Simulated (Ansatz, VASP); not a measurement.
One calculation of Cd, two programs

```xyz
1
Lattice="0.0000 2.2840 2.2840 2.2840 0.0000 2.2840 2.2840 2.2840 0.0000" Properties=species:S:1:pos:R:3 pbc="T T T"
Cd    0.0000    0.0000    0.0000
```

Alike in both runs: functional PBE; k mesh 16 × 16 × 16; occupations fermi-dirac, width 0.05 eV; no spin polarisation.

Ansatz relaxed the structure, and its values are those at the end. VASP's run is a single point on that final structure, the one shown.

```csv
,VASP,Ansatz
version,VASP 6.6.1,Ansatz 0.2.0
potentials or method,"VASP PAW PBE potentials, release 64 (Cd), cutoff 520 eV","all-electron LAPW, non-relativistic"
```

```csv
,VASP,Ansatz,Ansatz less VASP
pressure (GPa),-1.3,0.0,+1.29
```

Ansatz ran all-electron here, and VASP with PAW potentials.
